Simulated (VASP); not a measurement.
# HfB (I4/mmm) in VASP: a series of runs

HfB is run at these levels: PBEsol; tasks: single point.

All numbers are computed with VASP 6.6.1; they aren't measurements. Logs are shortened: lines on timing, memory, paths and dates and some standing lists are left out, and cuts for length are marked.

## (1) The cell of the first run

Symmetry: I4/mmm, No. 139, tetragonal system. The conventional cell has a = 3.233 Å, b = 3.233 Å, c = 4.848 Å, α = 90.00°, β = 90.00°, γ = 90.00°. Within 3.0 Å of Hf (site symmetry 4/mmm) lie 6 B at 2.29 to 2.42 Å. B (site symmetry 4/mmm) has 6 Hf at 2.29 to 2.42 Å within 3.0 Å.

## (2) Single point, PBEsol (biaxial strain in the a-b plane: -4.5 %, then relaxed in part)

Input file INCAR:

```
SYSTEM = HfB
  PREC = Accurate
  ENCUT = 520
  EDIFF = 1E-7
  ISMEAR = 0
  SIGMA = 0.1
  LREAL = .False.
  LASPH = .True.
  NELM = 60
  ALGO = Normal
  ISIF = 2
  LWAVE = .False.
  LCHARG = .False.
  GGA = PS
  NBANDS = 21
```

Input file KPOINTS:

```
Automatic mesh
0
Gamma
  16 16 12
  0 0 0
```

Input file POSCAR:

```
HfB
1.0
    2.2862200584      2.2862200584      0.0000000000
   -2.2862200584      2.2862200584      0.0000000000
    0.0000000000      0.0000000000      4.8477346123
Hf B
2 2
Direct
    0.5000000000      0.5000000000      0.0000000000
    0.0000000000      0.0000000000      0.5000000000
    0.0000000000      0.0000000000      0.0000000000
    0.5000000000      0.5000000000      0.5000000000
```

Potentials or basis: VASP PAW PBE potentials, release 64 (Hf_pv, B).

The run is started by

```sh
> cat potpaw_PBE.64/Hf_pv/POTCAR potpaw_PBE.64/B/POTCAR > POTCAR
> mpirun -np 1 vasp_std > vasp.out
```

OUTCAR:

```text
SYSTEM = HfB
   PREC = Accurate
   ENCUT = 520
   EDIFF = 1E-7
   ISMEAR = 0
   LREAL = .False.
   LASPH = .True.
   NELM = 60
   ISIF = 2
   GGA = PS

 ion  position               nearest neighbor table
   1  0.500  0.500  0.000-   3 2.29   3 2.29   3 2.29   3 2.29   4 2.42   4 2.42   2 3.33   2 3.33
                             2 3.33   2 3.33   2 3.33   2 3.33   2 3.33   2 3.33
   2  0.000  0.000  0.500-   4 2.29   4 2.29   4 2.29   4 2.29   3 2.42   3 2.42   1 3.33   1 3.33
                             1 3.33   1 3.33   1 3.33   1 3.33   1 3.33   1 3.33
   3  0.000  0.000  0.000-   1 2.29   1 2.29   1 2.29   1 2.29   2 2.42   2 2.42
   4  0.500  0.500  0.500-   2 2.29   2 2.29   2 2.29   2 2.29   1 2.42   1 2.42

  LATTYP: Found a simple tetragonal cell.
 ALAT       =     3.2332034132
 C/A-ratio  =     1.4993596111

  Lattice vectors:

 A1 = (   2.2862200584,   2.2862200584,   0.0000000000)
 A2 = (  -2.2862200584,   2.2862200584,   0.0000000000)
 A3 = (   0.0000000000,   0.0000000000,   4.8477346123)

Analysis of symmetry for initial positions (statically):
=====================================================================
 Subroutine PRICEL returns following result:

  LATTYP: Found a body centered tetragonal cell.
 ALAT       =     3.2332034132
 C/A-ratio  =     1.4993596111

  Lattice vectors:

 A1 = (   2.2862200584,   0.0000000000,  -2.4238673062)
 A2 = (  -2.2862200584,   0.0000000000,  -2.4238673061)
 A3 = (   0.0000000000,   2.2862200584,   2.4238673061)

   2 primitive cells build up your supercell.

 Routine SETGRP: Setting up the symmetry group for a
 simple tetragonal supercell.

 Subroutine GETGRP returns: Found 16 space group operations
 (whereof 16 operations were pure point group operations)
 out of a pool of 16 trial point group operations.

The static configuration has the point symmetry D_4h.

Analysis of symmetry for dynamics (positions and initial velocities):
=====================================================================
 Subroutine PRICEL returns following result:

  LATTYP: Found a body centered tetragonal cell.
 ALAT       =     3.2332034132
 C/A-ratio  =     1.4993596111

  Lattice vectors:

 A1 = (   2.2862200584,   0.0000000000,  -2.4238673062)
 A2 = (  -2.2862200584,   0.0000000000,  -2.4238673061)
 A3 = (   0.0000000000,   2.2862200584,   2.4238673061)

   2 primitive cells build up your supercell.

 Routine SETGRP: Setting up the symmetry group for a
 simple tetragonal supercell.

 Subroutine GETGRP returns: Found 16 space group operations
 (whereof 16 operations were pure point group operations)
 out of a pool of 16 trial point group operations.

The dynamic configuration has the point symmetry D_4h.

 Subroutine INISYM returns: Found 16 space group operations
 (whereof 16 operations are pure point group operations),
 and found     2 'primitive' translations

----------------------------------------------------------------------------------------

                                     Primitive cell

  volume of cell :      25.3381

  direct lattice vectors                    reciprocal lattice vectors
     2.286220058  0.000000000 -2.423867306     0.218701607  0.218701607 -0.206281919
    -2.286220058  0.000000000 -2.423867306    -0.218701607  0.218701607 -0.206281919
     0.000000000  2.286220058  2.423867306     0.000000000  0.437403213  0.000000000

  length of vectors
     3.331956613  3.331956613  3.331956613     0.371770111  0.371770111  0.437403213

  position of ions in fractional coordinates (direct lattice)
     0.500000000  0.500000000  0.000000000
     0.000000000  0.000000000  0.000000000

  ion indices of the primitive-cell ions
   primitive index   ion index
                 1           1
                 2           4

----------------------------------------------------------------------------------------

 KPOINTS: Automatic mesh

Automatic generation of k-mesh.
 Grid dimensions read from file:
 generate k-points for:   16   16   12

 Generating k-lattice:

  Cartesian coordinates                     Fractional coordinates (reciprocal lattice)
     0.013668850  0.013668850  0.000000000     0.062500000  0.000000000  0.000000000
    -0.013668850  0.013668850  0.000000000     0.000000000  0.062500000  0.000000000
     0.000000000  0.000000000  0.017190160     0.000000000  0.000000000  0.083333333

  Length of vectors
     0.019330674  0.019330674  0.017190160

  Shift w.r.t. Gamma in fractional coordinates (k-lattice)
     0.000000000  0.000000000  0.000000000

 Subroutine IBZKPT returns following result:
 ===========================================

 Found    315 irreducible k-points:

 Following reciprocal coordinates:
            Coordinates               Weight
  0.000000  0.000000  0.000000      1.000000
  0.062500  0.000000  0.000000      4.000000
  0.125000  0.000000  0.000000      4.000000
  0.187500  0.000000  0.000000      4.000000
  0.250000  0.000000  0.000000      4.000000
  0.312500  0.000000  0.000000      4.000000
[... 16 lines left out ...]
  0.437500  0.125000  0.000000      8.000000
  0.500000  0.125000  0.000000      4.000000
 [... further k-points ...]
   k-points           NKPTS =    315   k-points in BZ     NKDIM =    315   number of bands    NBANDS=     21
   number of dos      NEDOS =    301   number of ions     NIONS =      4
   total plane-waves  NPLWV =  20736
   dimension x,y,z NGX =    24 NGY =   24 NGZ =   36
   dimension x,y,z NGXF=    48 NGYF=   48 NGZF=   72
   ions per type =               2   2
   NGX,Y,Z   is equivalent  to a cutoff of  12.34, 12.34, 12.35 a.u.
   NGXF,Y,Z  is equivalent  to a cutoff of  24.68, 24.68, 24.69 a.u.
 SYSTEM =  HfB
   PREC   = accura    normal or accurate (medium, high low for compatibility)
   ISTART =      0    job   : 0-new  1-cont  2-samecut
   ICHARG =      2    charge: 1-file 2-atom 10-const
   ISPIN  =      1    spin polarized calculation?
   LNONCOLLINEAR =      F non collinear calculations
   LSORBIT =      F    spin-orbit coupling
   LASPH  =      T    aspherical Exc in radial PAW
   ENCUT  =  520.0 eV  38.22 Ry    6.18 a.u.   6.01  6.01  9.01*2*pi/ulx,y,z
   NELM   =     60;   NELMIN=  2; NELMDL= -5     # of ELM steps
   EDIFF  = 0.1E-06   stopping-criterion for ELM
   LREAL  =      F    real-space projection
   EDIFFG = 0.1E-05   stopping-criterion for IOM
   NSW    =      0    number of steps for IOM
   IBRION =     -1    ionic relax: 0-MD 1-quasi-New 2-CG
   NFREE  =      0    steps in history (QN), initial steepest desc. (CG)
   ISIF   =      2    stress and relaxation
   ISYM   =      2    0-nonsym 1-usesym 2-fastsym
   POTIM  = 0.5000    time-step for ionic-motion
   TEBEG  =    0.0;   TEEND  =   0.0 temperature during run
   PSTRESS=    0.0 pullay stress
   NELECT =      26.0000    total number of electrons
   NUPDOWN=      -1.0000    fix difference up-down
   EMIN   =  10.00;   EMAX   =-10.00  energy-range for DOS
   EFERMI =   0.00;   METHOD = LEGACY
   ISMEAR =     0;   SIGMA  =   0.10  broadening in eV -4-tet -1-fermi 0-gaus
   EFERMI_NEDOS =   21; number of points for ismear=-14 and -15
   IALGO  =     38    algorithm
   IMIX   =      4    mixing-type and parameters
     AMIX     =   0.40;   BMIX     =  1.00
     AMIX_MAG =   1.60;   BMIX_MAG =  1.00
  volume/ion in A,a.u.               =      12.67        85.50
  Fermi-wavevector in a.u.,A,eV,Ry     =   1.310582  2.476642 23.369722  1.717626
  Thomas-Fermi vector in A             =   2.441103
   LORBIT       =      0    0 simple, 1 ext, 2 COOP (PROOUT), +10 PAW based schemes
   GGA     = PS    functional components
   LHFCALC =     F    Hartree Fock is set to
   AEXX    =    0.0000 exact exchange contribution
   IVDW    =     0    specifies the selected vdW correction
   LEPSILON=     F    determine dielectric tensor
   LRPA    =     F    only Hartree local field effects (RPA)
 non-spin polarized calculation
 Gauss-broadening in eV      SIGMA  =   0.10
  energy-cutoff  :      520.00
  volume of cell :       50.68
 maximum number of plane-waves:      1384
   NGX = 13   NGY = 13   NGZ = 19

 number of electron      26.0000003 magnetization

 Free energy of the ion-electron system (eV)
  ---------------------------------------------------
  ext. energy  EPLUGINS =         0.00000000
  ---------------------------------------------------
  free energy    TOTEN  =       -36.43124072 eV

  energy without entropy =      -36.42010323  energy(sigma->0) =      -36.42567197

 E-fermi :   4.8178     XC(G=0): -12.2679

 val. band max:        4.8177321976   @ k =   0.2500   0.1875   0.2500
 cond. band min:       4.8180713523   @ k =   0.3125   0.1875   0.2500
 fundamental gap:      0.0003391547
 Fermi energy:         4.8177578811

 k-point     1 :       0.0000    0.0000    0.0000
  band No.  band energies     occupation
      1     -24.1725      2.00000
      2     -23.7653      2.00000
      3     -23.7653      2.00000
      4     -23.5865      2.00000
      5     -23.5693      2.00000
      6     -23.5693      2.00000
[... 13 lines left out ...]
     20       9.2731      0.00000
     21      10.8368      0.00000

 k-point     2 :       0.0625    0.0000    0.0000
  band No.  band energies     occupation
      1     -24.1655      2.00000
      2     -23.7802      2.00000
      3     -23.7613      2.00000
      4     -23.5905      2.00000
      5     -23.5886      2.00000
      6     -23.5689      2.00000
[... 13 lines left out ...]
     20      10.3723      0.00000
     21      11.2602      0.00000

 k-point     3 :       0.1250    0.0000    0.0000
  band No.  band energies     occupation
      1     -24.1448      2.00000
      2     -23.8224      2.00000
      3     -23.7497      2.00000
      4     -23.6437      2.00000
      5     -23.6027      2.00000
      6     -23.5683      2.00000
[... 13 lines left out ...]
     20      11.7516      0.00000
     21      12.2505      0.00000
[... 457 lines left out ...]
 k-point    23 :       0.4375    0.1250    0.0000
  band No.  band energies     occupation
      1     -24.1001      2.00000
      2     -24.0681      2.00000
      3     -23.8886      2.00000
      4     -23.7821      2.00000
      5     -23.6858      2.00000
      6     -23.6500      2.00000
[... 13 lines left out ...]
     20      12.5608      0.00000
     21      12.6135      0.00000

 k-point    24 :       0.5000    0.1250    0.0000
  band No.  band energies     occupation
      1     -24.0998      2.00000
      2     -24.0998      2.00000
      3     -23.8338      2.00000
      4     -23.8338      2.00000
      5     -23.6657      2.00000
      6     -23.6657      2.00000
[... 13 lines left out ...]
     20      12.3457      0.00000
     21      12.5351      0.00000

 [... further k-points ...]

------------------------ aborting loop because EDIFF is reached ----------------------------------------

  FORCE on cell =-STRESS in cart. coord.  units (eV):
  Direction    XX          YY          ZZ          XY          YZ          ZX
  --------------------------------------------------------------------------------------
  -------------------------------------------------------------------------------------
  Total        8.7685010      8.7685010      0.1887587      0.0000000      0.0000000     -0.0000000
  in kB      277.2241383    277.2241383      5.9677778      0.0000000      0.0000000     -0.0000000
  external PRESSURE =     186.8053515 kB  Pullay stress =       0.0000000 kB

 VOLUME and BASIS-vectors are now :
 -----------------------------------------------------------------------------
  energy-cutoff  :      520.00
  volume of cell :       50.68
      direct lattice vectors                 reciprocal lattice vectors
     2.286220058  2.286220058  0.000000000     0.218701607  0.218701607  0.000000000
    -2.286220058  2.286220058  0.000000000    -0.218701607  0.218701607  0.000000000
     0.000000000  0.000000000  4.847734612     0.000000000  0.000000000  0.206281919

 POSITION                                       TOTAL-FORCE (eV/Angst)
 -----------------------------------------------------------------------------------
      0.00000      2.28622      0.00000         0.000000     -0.000000     -0.000000
      0.00000      0.00000      2.42387        -0.000000      0.000000     -0.000000
      0.00000      0.00000      0.00000        -0.000000      0.000000      0.000000
      0.00000      2.28622      2.42387         0.000000     -0.000000      0.000000
 -----------------------------------------------------------------------------------
    total drift:                                0.000000     -0.000000     -0.000000

  FREE ENERGIE OF THE ION-ELECTRON SYSTEM (eV)
  ---------------------------------------------------
  free  energy   TOTEN  =       -36.4312407196 eV

  energy  without entropy=      -36.4201032291  energy(sigma->0) =      -36.42567197
```

It took 4.5 min on 1 thread of Intel Xeon 8259CL, shared host; peak memory 0.39 GiB.

Results:

```yaml
Free_energy: -36.4312 eV
Pressure: 18.7 GPa
Band_gap_on_the_k_mesh: zero (bands 13 and 14 overlap by 3.62 eV)
```

Stress tensor (GPa, compression positive):
```
27.72  0.00  0.00
 0.00 27.72  0.00
 0.00  0.00  0.60
```

Levels at points of the mesh, in eV from the Fermi level:
| k point | band 11 | band 12 | band 13 | band 14 | band 15 | band 16 | band 17 | band 18 |
| --- | --- | --- | --- | --- | --- | --- | --- | --- |
| (0.00, 0.00, 0.00) | 1.68 | 2.38 | 2.38 | 2.62 | 2.62 | 3.61 | 3.68 | 4.06 |
| (0.50, 0.00, 0.00) | -1.47 | -1.47 | -0.91 | -0.91 | 4.78 | 4.78 | 6.88 | 6.88 |
| (0.50, 0.50, 0.00) | -0.72 | -0.72 | 2.06 | 2.06 | 2.31 | 2.31 | 5.96 | 5.96 |
| (0.00, 0.00, 0.50) | 0.08 | 0.08 | 1.97 | 1.97 | 1.97 | 1.97 | 5.17 | 5.17 |
| (0.50, 0.00, 0.50) | -1.46 | -1.46 | -1.24 | -1.24 | 6.13 | 6.13 | 6.55 | 6.55 |
| (0.50, 0.50, 0.50) | -1.08 | -1.08 | -1.06 | -1.06 | 4.81 | 4.81 | 4.81 | 4.81 |

Caveat: the cell differs from its parent crystal (biaxial strain in the a-b plane: -4.5 %, then relaxed in part); the cell stands under pressure; the PAW data sets were made with another functional, which shifts forces and pressure a little; spin-orbit coupling is left out, which moves the levels of the heavy elements.

## (3) Single point, PBEsol (biaxial strain in the a-b plane: -4.5 %)

Input file INCAR:

```
SYSTEM = HfB
ALGO = Normal ; EDIFF = 1E-6
ENCUT = 520 ; GGA = PS
ISIF = 2 ; ISMEAR = 0
LASPH = .True. ; LCHARG = .False.
LREAL = .False. ; LWAVE = .False.
NBANDS = 21 ; NELM = 60
PREC = Accurate ; SIGMA = 0.1
```

Input file KPOINTS:

```
k-points
0
Gamma
  16 16 12
  0 0 0
```

Changes to POSCAR since step 2:

```diff
@@ -4,3 +4,3 @@
    -2.2862200584      2.2862200584      0.0000000000
-    0.0000000000      0.0000000000      4.8477346123
+    0.0000000000      0.0000000000      4.9171685863
 Hf B
```

Potentials or basis: VASP PAW PBE potentials, release 64 (Hf_pv, B).

The run is started by

```sh
> cat potpaw_PBE.64/Hf_pv/POTCAR potpaw_PBE.64/B/POTCAR > POTCAR
> mpirun -np 1 vasp_std > vasp.out
```

It took 5.4 min on 1 thread of Intel Xeon 8259CL, shared host; peak memory 0.4 GiB.

It converged, with:

- Free energy: -36.4205 eV
- Pressure: 15.9 GPa
- Band gap on the k mesh: zero (bands 13 and 14 overlap by 3.63 eV)

Stress tensor (GPa, compression positive):
```
26.44  0.00  0.00
 0.00 26.44  0.00
 0.00  0.00 -5.32
```

Levels at points of the mesh, in eV from the Fermi level:
```tsv
k point	band 10	band 11	band 12	band 13	band 14	band 15	band 16	band 17	band 18	band 19
(0.00, 0.00, 0.00)	-0.98	1.57	2.42	2.42	2.65	2.65	3.42	3.59	4.04	4.04
(0.50, 0.00, 0.00)	-3.06	-1.54	-1.54	-0.91	-0.91	4.78	4.78	6.79	6.79	7.35
(0.50, 0.50, 0.00)	-1.05	-0.70	-0.70	1.98	1.98	2.25	2.25	5.82	5.82	6.98
(0.00, 0.00, 0.50)	-1.71	0.07	0.07	2.05	2.05	2.05	2.05	5.14	5.14	6.55
(0.50, 0.00, 0.50)	-4.10	-1.47	-1.47	-1.21	-1.21	6.00	6.00	6.50	6.50	7.32
(0.50, 0.50, 0.50)	-1.04	-1.04	-1.04	-1.00	-1.00	4.62	4.62	4.62	4.62	7.97
```

Caveat: the cell differs from its parent crystal (biaxial strain in the a-b plane: -4.5 %); the cell stands under pressure; the PAW data sets were made with another functional, which shifts forces and pressure a little; spin-orbit coupling is left out, which moves the levels of the heavy elements.

## (4) Single point, PBEsol (biaxial strain in the a-b plane: -3.0 %, then relaxed in part)

Input file INCAR:

```
PREC = Accurate
ENCUT = 520
EDIFF = 1E-6
ISMEAR = 0
SIGMA = 0.1
LREAL = False
LASPH = True
NELM = 60
ALGO = Normal
ISIF = 2
LWAVE = False
LCHARG = False
GGA = PS
NBANDS = 21
```

Input file KPOINTS:

```
regular mesh
0
Gamma
  16 16 12
```

Input file POSCAR:

```
HfB
1.0
    2.3221292740      2.3221292740      0.0000000000
   -2.3221292740      2.3221292740      0.0000000000
    0.0000000000      0.0000000000      4.8267042568
Hf B
2 2
Direct
    0.5000000000      0.5000000000      0.0000000000
    0.0000000000      0.0000000000      0.5000000000
    0.0000000000      0.0000000000      0.0000000000
    0.5000000000      0.5000000000      0.5000000000
```

The run is started by

```sh
> cat potpaw_PBE.64/Hf_pv/POTCAR potpaw_PBE.64/B/POTCAR > POTCAR
> mpirun -np 1 vasp_std > vasp.out
```

Wall time 4.5 min (1 thread of Intel Xeon 8259CL, shared host); peak memory 0.4 GiB.

It converged, with:

```yaml
Free_energy: -36.6540 eV
Pressure: 11.7 GPa
Band_gap_on_the_k_mesh: zero (bands 13 and 14 overlap by 3.48 eV)
```

Stress tensor (GPa, compression positive):
```
17.22  0.00  0.00
 0.00 17.22  0.00
 0.00  0.00  0.51
```

Levels at points of the mesh, in eV from the Fermi level:
| k point | band 10 | band 11 | band 12 | band 13 | band 14 | band 15 | band 16 | band 17 | band 18 | band 19 |
| --- | --- | --- | --- | --- | --- | --- | --- | --- | --- | --- |
| (0.00, 0.00, 0.00) | -0.97 | 1.81 | 2.25 | 2.25 | 2.42 | 2.42 | 3.69 | 3.71 | 3.93 | 3.93 |
| (0.50, 0.00, 0.00) | -2.97 | -1.34 | -1.34 | -0.85 | -0.85 | 4.58 | 4.58 | 6.61 | 6.61 | 7.07 |
| (0.50, 0.50, 0.00) | -1.02 | -0.89 | -0.89 | 2.06 | 2.06 | 2.20 | 2.20 | 5.85 | 5.85 | 7.16 |
| (0.00, 0.00, 0.50) | -1.70 | 0.16 | 0.16 | 1.77 | 1.77 | 1.77 | 1.77 | 4.96 | 4.96 | 6.67 |
| (0.50, 0.00, 0.50) | -4.17 | -1.36 | -1.36 | -1.22 | -1.22 | 6.01 | 6.01 | 6.29 | 6.29 | 7.14 |
| (0.50, 0.50, 0.50) | -1.19 | -1.19 | -1.19 | -1.13 | -1.13 | 4.87 | 4.87 | 4.87 | 4.87 | 7.65 |

Caveat: the cell differs from its parent crystal (biaxial strain in the a-b plane: -3.0 %, then relaxed in part); the cell stands under pressure; the PAW data sets were made with another functional, which shifts forces and pressure a little; spin-orbit coupling is left out, which moves the levels of the heavy elements.

## (5) Summary

| cell | gap on the mesh (eV) | pressure (GPa) |
| --- | --- | --- |
| a = 3.233, b = 3.233, c = 4.848 Å, 4 atoms | none | 18.7 |
| a = 3.233, b = 3.233, c = 4.917 Å, 4 atoms | none | 15.9 |
| a = 3.284, b = 3.284, c = 4.827 Å, 4 atoms | none | 11.7 |

Alike in all rows: task single point; level PBEsol; potentials or basis VASP PAW PBE potentials, release 64 (Hf_pv, B); no spin polarisation; k mesh 16 × 16 × 12; cutoff (eV) 520; smearing gaussian 0.1 eV.

Caveats: the cell stands under pressure; the PAW data sets were made with another functional, which shifts forces and pressure a little; spin-orbit coupling is left out, which moves the levels of the heavy elements.

Total energies depend on the potentials used, so only differences within one code and one set of settings carry meaning.
